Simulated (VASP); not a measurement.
Runs of VASP 6.6.1 on Mg. The structure is that of space group Fd-3m (No. 227), or close to it. The cells are those of the table. This isn't the form of Mg at room conditions, which is hcp.

| task | cell | k mesh | cutoff (eV) | gap on the mesh (eV) | pressure (GPa) |
| --- | --- | --- | --- | --- | --- |
| single point | a = 5.112 Å, angles 60.0°, 2 atoms | 9 × 9 × 9 | 520 | none | -0.2 |
| single point | a = 5.045 Å, angles 60.0°, 2 atoms | 13 × 13 × 13 | 520 | none | 0.0 |
| single point | a = 5.240 Å, angles 60.0°, 2 atoms | 9 × 9 × 9 | 520 | none | -0.6 |
| single point | a = 4.977 Å, angles 60.0°, 2 atoms | 9 × 9 × 9 | 520 | none | 0.3 |
| single point | a = 5.176 Å, angles 60.0°, 2 atoms | 9 × 9 × 9 | 520 | none | -0.4 |
| relaxation of cell and atoms | relaxed from a = 4.460 Å, angles 60.0°, 2 atoms | 9 × 9 × 9 | 600 | none | 0.0 |
| single point | a = 5.045 Å, angles 60.0°, 2 atoms | 9 × 9 × 9 | 520 | none | 0.0 |
| single point | a = 4.835 Å, angles 60.0°, 2 atoms | 9 × 9 × 9 | 520 | none | (a) |
| single point | a = 4.907 Å, angles 60.0°, 2 atoms | 9 × 9 × 9 | 520 | none | (b) |

Alike in all rows: level BLYP; potentials or basis VASP PAW PBE potentials, release 64 (Mg); no spin polarisation; smearing fermi-dirac 0.1 eV.

Q: Estimate the missing entries.

A: (a) 1.2; (b) 0.7.

Caveats: the PAW data sets were made with another functional, which shifts forces and pressure a little.

A gap of «none» marks levels without a gap at the run's occupations.
